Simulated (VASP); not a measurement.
# AlGa3N4 (P-42m) in VASP: notebook

Runs on AlGa3N4. Level: r2SCAN. Tasks: single point.

Everything below comes from runs of VASP 6.6.1. Logs are shortened: lines on timing, memory, paths and dates and some standing lists are left out, and cuts for length are marked.

## (1) The cell of the first run

It takes space group P-42m (No. 111, tetragonal). The conventional cell has a = 4.398 Å, b = 4.398 Å, c = 4.535 Å, α = 90.00°, β = 90.00°, γ = 90.00°. Within 2.5 Å of Al (site symmetry -42m) lie 4 N at 1.88 Å. Within 2.6 Å of Ga (site symmetry -42m) lie 4 N at 1.94 Å. Ga (site symmetry 222) has 4 N at 1.94 Å within 2.6 Å. Within 2.5 Å of N (site symmetry m) lie 1 Al at 1.88 Å and 3 Ga at 1.94 Å.

## (2) Single point, r2SCAN

Input file POSCAR:

```
AlGa3N4
1.0
    4.3983642784      0.0000000000      0.0000000000
    0.0000000000      4.3983642784      0.0000000000
    0.0000000000      0.0000000000      4.5353045008
Al Ga N
1 3 4
Direct
    0.0000000000      0.0000000000      0.0000000000
    0.5000000000      0.5000000000      0.0000000000
    0.5000000000      0.0000000000      0.5000000000
    0.0000000000      0.5000000000      0.5000000000
    0.7554792181      0.7554792181      0.2448487803
    0.7554792181      0.2445207819      0.7551512197
    0.2445207819      0.7554792181      0.7551512197
    0.2445207819      0.2445207819      0.2448487803
```

Input file INCAR.step1:

```
SYSTEM = AlGa3N4
ALGO = Normal ; EDIFF = 1E-4
ENCUT = 520 ; GGA = PE
ISMEAR = 0 ; LASPH = .True.
LCHARG = .False. ; LREAL = .False.
LWAVE = .True. ; NBANDS = 41
NELM = 60 ; PREC = Accurate
SIGMA = 0.02
```

Input file INCAR.step2:

```
SYSTEM = AlGa3N4
ALGO = Normal ; EDIFF = 1E-6
ENCUT = 520 ; ISIF = 2
ISMEAR = 0 ; ISTART = 1
LASPH = .True. ; LCHARG = .True.
LELF = .True. ; LMIXTAU = .True.
LREAL = .False. ; LVHAR = .True.
LWAVE = .False. ; METAGGA = R2SCAN
NBANDS = 41 ; NELM = 60
PREC = Accurate ; SIGMA = 0.02
```

Input file KPOINTS:

```
k-points
0
Gamma
  6 6 6
  0 0 0
```

Potentials or basis: VASP PAW PBE potentials, release 64 (Al, Ga_d, N).

Started as:

```
$ cat potpaw_PBE.64/Al/POTCAR potpaw_PBE.64/Ga_d/POTCAR potpaw_PBE.64/N/POTCAR > POTCAR
$ cp INCAR.step1 INCAR
$ mpirun -np 1 vasp_std > vasp.out
$ cp INCAR.step2 INCAR
$ mpirun -np 1 vasp_std > vasp.out
```

OUTCAR:

```text
SYSTEM = AlGa3N4
   EDIFF = 1E-6
   ENCUT = 520
   ISIF = 2
   ISMEAR = 0
   ISTART = 1
   LASPH = .True.
   LREAL = .False.
   METAGGA = R2SCAN
   NELM = 60
   PREC = Accurate

 ion  position               nearest neighbor table
   1  0.000  0.000  0.000-   5 1.88   6 1.88   7 1.88   8 1.88   2 3.11   2 3.11   2 3.11   2 3.11

   2  0.500  0.500  0.000-   5 1.94   6 1.94   7 1.94   8 1.94   1 3.11   1 3.11   1 3.11   1 3.11

   3  0.500  0.000  0.500-   5 1.94   6 1.94   7 1.94   8 1.94
   4  0.000  0.500  0.500-   5 1.94   6 1.94   7 1.94   8 1.94
   5  0.755  0.755  0.245-   1 1.88   3 1.94   4 1.94   2 1.94
   6  0.755  0.245  0.755-   1 1.88   3 1.94   4 1.94   2 1.94
   7  0.245  0.755  0.755-   1 1.88   3 1.94   4 1.94   2 1.94
   8  0.245  0.245  0.245-   1 1.88   3 1.94   4 1.94   2 1.94

  LATTYP: Found a simple tetragonal cell.
 ALAT       =     4.3983642784
 C/A-ratio  =     1.0311343522

  Lattice vectors:

 A1 = (   4.3983642784,   0.0000000000,   0.0000000000)
 A2 = (   0.0000000000,   4.3983642784,   0.0000000000)
 A3 = (   0.0000000000,   0.0000000000,   4.5353045008)

Analysis of symmetry for initial positions (statically):
=====================================================================
 Subroutine PRICEL returns:
 Original cell was already a primitive cell.

 Routine SETGRP: Setting up the symmetry group for a
 simple tetragonal supercell.

 Subroutine GETGRP returns: Found  8 space group operations
 (whereof  8 operations were pure point group operations)
 out of a pool of 16 trial point group operations.

The static configuration has the point symmetry D_2d.

Analysis of symmetry for dynamics (positions and initial velocities):
=====================================================================
 Subroutine PRICEL returns:
 Original cell was already a primitive cell.

 Routine SETGRP: Setting up the symmetry group for a
 simple tetragonal supercell.

 Subroutine GETGRP returns: Found  8 space group operations
 (whereof  8 operations were pure point group operations)
 out of a pool of 16 trial point group operations.

The dynamic configuration has the point symmetry D_2d.

 Subroutine INISYM returns: Found  8 space group operations
 (whereof  8 operations are pure point group operations),
 and found     1 'primitive' translations

----------------------------------------------------------------------------------------

                                     Primitive cell

  volume of cell :      87.7382

  direct lattice vectors                    reciprocal lattice vectors
     4.398364278  0.000000000  0.000000000     0.227357248  0.000000000  0.000000000
     0.000000000  4.398364278  0.000000000     0.000000000  0.227357248  0.000000000
     0.000000000  0.000000000  4.535304501     0.000000000  0.000000000  0.220492362

  length of vectors
     4.398364278  4.398364278  4.535304501     0.227357248  0.227357248  0.220492362

  position of ions in fractional coordinates (direct lattice)
     0.000000000  0.000000000  0.000000000
     0.500000000  0.500000000  0.000000000
     0.500000000  0.000000000  0.500000000
     0.000000000  0.500000000  0.500000000
     0.755479218  0.755479218  0.244848780
     0.755479218  0.244520782  0.755151220
     0.244520782  0.755479218  0.755151220
     0.244520782  0.244520782  0.244848780

  ion indices of the primitive-cell ions
   primitive index   ion index
                 1           1
                 2           2
                 3           3
                 4           4
                 5           5
                 6           6
                 7           7
                 8           8

----------------------------------------------------------------------------------------

 KPOINTS: k-points

Automatic generation of k-mesh.
 Grid dimensions read from file:
 generate k-points for:    6    6    6

 Generating k-lattice:

  Cartesian coordinates                     Fractional coordinates (reciprocal lattice)
     0.037892875  0.000000000  0.000000000     0.166666667  0.000000000  0.000000000
     0.000000000  0.037892875  0.000000000     0.000000000  0.166666667  0.000000000
     0.000000000  0.000000000  0.036748727     0.000000000  0.000000000  0.166666667

  Length of vectors
     0.037892875  0.037892875  0.036748727

  Shift w.r.t. Gamma in fractional coordinates (k-lattice)
     0.000000000  0.000000000  0.000000000

 Subroutine IBZKPT returns following result:
 ===========================================

 Found     40 irreducible k-points:

 Following reciprocal coordinates:
            Coordinates               Weight
  0.000000  0.000000  0.000000      1.000000
  0.166667  0.000000  0.000000      4.000000
  0.333333  0.000000  0.000000      4.000000
  0.500000  0.000000  0.000000      2.000000
  0.166667  0.166667  0.000000      4.000000
  0.333333  0.166667  0.000000      8.000000
[... 16 lines left out ...]
  0.333333  0.000000  0.333333      8.000000
  0.500000  0.000000  0.333333      4.000000
 [... further k-points ...]
   k-points           NKPTS =     40   k-points in BZ     NKDIM =     40   number of bands    NBANDS=     41
   number of dos      NEDOS =    301   number of ions     NIONS =      8
   total plane-waves  NPLWV =  46656
   dimension x,y,z NGX =    36 NGY =   36 NGZ =   36
   dimension x,y,z NGXF=    72 NGYF=   72 NGZF=   72
   ions per type =               1   3   4
   NGX,Y,Z   is equivalent  to a cutoff of  13.61, 13.61, 13.20 a.u.
   NGXF,Y,Z  is equivalent  to a cutoff of  27.21, 27.21, 26.39 a.u.
 SYSTEM =  AlGa3N4
   PREC   = accura    normal or accurate (medium, high low for compatibility)
   ISTART =      1    job   : 0-new  1-cont  2-samecut
   ICHARG =      0    charge: 1-file 2-atom 10-const
   ISPIN  =      1    spin polarized calculation?
   LNONCOLLINEAR =      F non collinear calculations
   LSORBIT =      F    spin-orbit coupling
   LASPH  =      T    aspherical Exc in radial PAW
   ENCUT  =  520.0 eV  38.22 Ry    6.18 a.u.   8.18  8.18  8.43*2*pi/ulx,y,z
   NELM   =     60;   NELMIN=  2; NELMDL=  0     # of ELM steps
   EDIFF  = 0.1E-05   stopping-criterion for ELM
   LREAL  =      F    real-space projection
   EDIFFG = 0.1E-04   stopping-criterion for IOM
   NSW    =      0    number of steps for IOM
   IBRION =     -1    ionic relax: 0-MD 1-quasi-New 2-CG
   NFREE  =      0    steps in history (QN), initial steepest desc. (CG)
   ISIF   =      2    stress and relaxation
   ISYM   =      2    0-nonsym 1-usesym 2-fastsym
   POTIM  = 0.5000    time-step for ionic-motion
   TEBEG  =    0.0;   TEEND  =   0.0 temperature during run
   PSTRESS=    0.0 pullay stress
   NELECT =      62.0000    total number of electrons
   NUPDOWN=      -1.0000    fix difference up-down
   EMIN   =  10.00;   EMAX   =-10.00  energy-range for DOS
   EFERMI =   0.00;   METHOD = LEGACY
   ISMEAR =     0;   SIGMA  =   0.02  broadening in eV -4-tet -1-fermi 0-gaus
   EFERMI_NEDOS =   21; number of points for ismear=-14 and -15
   IALGO  =     38    algorithm
   IMIX   =      4    mixing-type and parameters
     AMIX     =   0.40;   BMIX     =  1.00
     AMIX_MAG =   1.60;   BMIX_MAG =  1.00
  volume/ion in A,a.u.               =      10.97        74.01
  Fermi-wavevector in a.u.,A,eV,Ry     =   1.458173  2.755548 28.929647  2.126269
  Thomas-Fermi vector in A             =   2.574889
   LORBIT       =      0    0 simple, 1 ext, 2 COOP (PROOUT), +10 PAW based schemes
   METAGGA = R2SCAN    functional components
   LHFCALC =     F    Hartree Fock is set to
   AEXX    =    0.0000 exact exchange contribution
   IVDW    =     0    specifies the selected vdW correction
   LEPSILON=     F    determine dielectric tensor
   LRPA    =     F    only Hartree local field effects (RPA)
 non-spin polarized calculation
 Gauss-broadening in eV      SIGMA  =   0.02
  energy-cutoff  :      520.00
  volume of cell :       87.74
 maximum number of plane-waves:      2416
 NGX is ok and might be reduce to    36
   NGX = 17   NGY = 17   NGZ = 17

 number of electron      61.9999987 magnetization

 Free energy of the ion-electron system (eV)
  ---------------------------------------------------
  ext. energy  EPLUGINS =         0.00000000
  ---------------------------------------------------
  free energy    TOTEN  =       -84.82188311 eV

  energy without entropy =      -84.82188311  energy(sigma->0) =      -84.82188311

 E-fermi :   5.5219     XC(G=0): -12.4653

 val. band max:        5.3914545704   @ k =   0.0000   0.0000   0.0000
 cond. band min:       8.2643606923   @ k =   0.0000   0.0000   0.0000
 fundamental gap:      2.8729061219
 Fermi energy:         5.5218585126

 k-point     1 :       0.0000    0.0000    0.0000
  band No.  band energies     occupation
      1     -11.2659      2.00000
      2      -9.8299      2.00000
      3      -9.8086      2.00000
      4      -9.8086      2.00000
      5      -8.1795      2.00000
      6      -8.1644      2.00000
[... 33 lines left out ...]
     40      17.0502      0.00000
     41      17.1350      0.00000

 k-point     2 :       0.1667    0.0000    0.0000
  band No.  band energies     occupation
      1     -11.1491      2.00000
      2      -9.8639      2.00000
      3      -9.8323      2.00000
      4      -9.8121      2.00000
      5      -8.1747      2.00000
      6      -8.1668      2.00000
[... 33 lines left out ...]
     40      17.1849      0.00000
     41      17.4306      0.00000

 k-point     3 :       0.3333    0.0000    0.0000
  band No.  band energies     occupation
      1     -10.8325      2.00000
      2     -10.0539      2.00000
      3      -9.8370      2.00000
      4      -9.8194      2.00000
      5      -8.1547      2.00000
      6      -8.1389      2.00000
[... 875 lines left out ...]
      2     -10.0258      2.00000
      3      -9.9777      2.00000
      4      -9.8681      2.00000
      5      -8.1511      2.00000
      6      -8.1457      2.00000
[... 33 lines left out ...]
     40      15.9447      0.00000
     41      16.3206      0.00000

 k-point    24 :       0.5000    0.0000    0.3333
  band No.  band energies     occupation
      1     -10.3104      2.00000
      2     -10.1657      2.00000
      3      -9.9648      2.00000
      4      -9.9074      2.00000
      5      -8.1529      2.00000
      6      -8.1323      2.00000
[... 33 lines left out ...]
     40      15.9833      0.00000
     41      16.0984      0.00000

 [... further k-points ...]

------------------------ aborting loop because EDIFF is reached ----------------------------------------

  FORCE on cell =-STRESS in cart. coord.  units (eV):
  Direction    XX          YY          ZZ          XY          YZ          ZX
  --------------------------------------------------------------------------------------
  -------------------------------------------------------------------------------------
  Total        2.8589805      2.8589805      0.4040637      0.0000000      0.0000000      0.0000000
  in kB       52.2075052     52.2075052      7.3785600      0.0000000      0.0000000      0.0000000
  external PRESSURE =      37.2645235 kB  Pullay stress =       0.0000000 kB

 VOLUME and BASIS-vectors are now :
 -----------------------------------------------------------------------------
  energy-cutoff  :      520.00
  volume of cell :       87.74
      direct lattice vectors                 reciprocal lattice vectors
     4.398364278  0.000000000  0.000000000     0.227357248  0.000000000  0.000000000
     0.000000000  4.398364278  0.000000000     0.000000000  0.227357248  0.000000000
     0.000000000  0.000000000  4.535304501     0.000000000  0.000000000  0.220492362

 POSITION                                       TOTAL-FORCE (eV/Angst)
 -----------------------------------------------------------------------------------
      0.00000      0.00000      0.00000         0.000000      0.000000      0.000000
      2.19918      2.19918      0.00000         0.000000      0.000000      0.000000
      2.19918      0.00000      2.26765        -0.000000      0.000000      0.000000
      0.00000      2.19918      2.26765         0.000000      0.000000      0.000000
      3.32287      3.32287      1.11046         0.046673      0.046673     -0.047644
      3.32287      1.07549      3.42484         0.046673     -0.046673      0.047644
      1.07549      3.32287      3.42484        -0.046673      0.046673      0.047644
      1.07549      1.07549      1.11046        -0.046673     -0.046673     -0.047644
 -----------------------------------------------------------------------------------
    total drift:                                0.000000      0.000000     -0.000000

  FREE ENERGIE OF THE ION-ELECTRON SYSTEM (eV)
  ---------------------------------------------------
  free  energy   TOTEN  =       -84.8218831149 eV

  energy  without entropy=      -84.8218831149  energy(sigma->0) =      -84.82188311
```

Run time: 5.8 min. Hardware: 1 thread of AMD EPYC 9R45 (Zen 5), shared host; peak memory 0.26 GiB.

Results:

| Item | Value |
| --- | --- |
| Free energy | -84.8219 eV |
| Pressure | 3.7 GPa |
| Largest force | 0.081 eV/Å |
| Band gap on the k mesh | 2.87 eV |

Forces on the atoms (eV/Å):
```
Al   0.000  0.000  0.000
Ga   0.000  0.000  0.000
Ga   0.000  0.000  0.000
Ga   0.000  0.000  0.000
N    0.047  0.047 -0.048
N    0.047 -0.047  0.048
N   -0.047  0.047  0.048
N   -0.047 -0.047 -0.048
```

Stress tensor (GPa, compression positive):
```
5.22 0.00 0.00
0.00 5.22 0.00
0.00 0.00 0.74
```

Caveat: the cell stands under pressure; the PAW data sets were made with another functional, which shifts forces and pressure a little.

## (3) Single point, r2SCAN (biaxial strain in the a-b plane: +1.5 %, then relaxed in part)

Input file POSCAR:

```
AlGa3N4
1.0
    4.5323246117      0.0000000000      0.0000000000
    0.0000000000      4.5323246117      0.0000000000
    0.0000000000      0.0000000000      4.3921341600
Al Ga N
1 3 4
Direct
    0.0000000000      0.0000000000      0.0000000000
    0.5000000000      0.5000000000      0.0000000000
    0.5000000000      0.0000000000      0.5000000000
    0.0000000000      0.5000000000      0.5000000000
    0.7552133460      0.7552133460      0.2444216185
    0.7552133460      0.2447866540      0.7555783815
    0.2447866540      0.7552133460      0.7555783815
    0.2447866540      0.2447866540      0.2444216185
```

Input file INCAR.step1:

```
PREC     = Accurate       # precision mode
ENCUT    = 520            # plane-wave cutoff, eV
ISMEAR   = 0              # smearing method
SIGMA    = 0.02           # smearing width, eV
LREAL    = False          # projectors in reciprocal space
LASPH    = True           # aspherical terms in the spheres
NELM     = 100            # most SCF steps
NBANDS   = 41             # bands
GGA      = PE             # functional
ALGO     = Normal         # electronic algorithm
EDIFF    = 1E-4           # SCF threshold, eV
LWAVE    = True           # write WAVECAR
LCHARG   = False          # write CHGCAR
```

Input file INCAR.step2:

```
PREC     = Accurate       # precision mode
ENCUT    = 520            # plane-wave cutoff, eV
EDIFF    = 1E-6           # SCF threshold, eV
ISMEAR   = 0              # smearing method
SIGMA    = 0.02           # smearing width, eV
LREAL    = False          # projectors in reciprocal space
LASPH    = True           # aspherical terms in the spheres
NELM     = 100            # most SCF steps
ALGO     = Normal         # electronic algorithm
ISIF     = 2              # what is computed and relaxed
LWAVE    = False          # write WAVECAR
LCHARG   = False          # write CHGCAR
METAGGA  = R2SCAN         # meta-GGA
LMIXTAU  = True         
NBANDS   = 41             # bands
ISTART   = 1
```

Input file KPOINTS:

```
Automatic mesh
0
Gamma
  6 6 6
```

Potentials or basis: VASP PAW PBE potentials, release 64 (Al, Ga_d, N).

Started as:

```
$ cat potpaw_PBE.64/Al/POTCAR potpaw_PBE.64/Ga_d/POTCAR potpaw_PBE.64/N/POTCAR > POTCAR
$ cp INCAR.step1 INCAR
$ mpirun -np 1 vasp_std > vasp.out
$ cp INCAR.step2 INCAR
$ mpirun -np 1 vasp_std > vasp.out
```

It took 5 min on 1 thread of AMD EPYC 9R45 (Zen 5), shared host; peak memory 0.26 GiB.

Results (log left out):

```yaml
Free_energy: -84.8373 eV
Pressure: -2.0 GPa
Largest_force: 0.081 eV/Å
Band_gap_on_the_k_mesh: 2.63 eV
```

Forces on the atoms (eV/Å):
```
Al   0.000  0.000  0.000
Ga   0.000  0.000  0.000
Ga   0.000  0.000  0.000
Ga   0.000  0.000  0.000
N    0.047  0.047 -0.046
N    0.047 -0.047  0.046
N   -0.047  0.047  0.046
N   -0.047 -0.047 -0.046
```

Stress tensor (GPa, compression positive):
```
-3.32  0.00  0.00
 0.00 -3.32  0.00
 0.00  0.00  0.70
```

Levels at points of the mesh, in eV from the valence-band top:
```tsv
k point	band 29	band 30	band 31	band 32	band 33	band 34
(0.00, 0.00, 0.00)	-0.13	-0.13	0.00	2.63	3.71	3.89
(0.50, 0.00, 0.00)	-1.50	-1.26	-1.19	5.28	5.36	6.57
(0.50, 0.50, 0.00)	-1.19	-1.19	-0.82	7.05	7.22	7.22
(0.00, 0.00, 0.50)	-1.70	-1.38	-1.38	5.36	5.48	6.85
(0.50, 0.00, 0.50)	-1.00	-0.97	-0.63	7.13	7.31	7.33
(0.50, 0.50, 0.50)	-0.71	-0.68	-0.68	5.35	5.36	5.36
```

Caveat: the cell differs from its parent crystal (biaxial strain in the a-b plane: +1.5 %, then relaxed in part); the PAW data sets were made with another functional, which shifts forces and pressure a little.

[end of part 1 of 2]
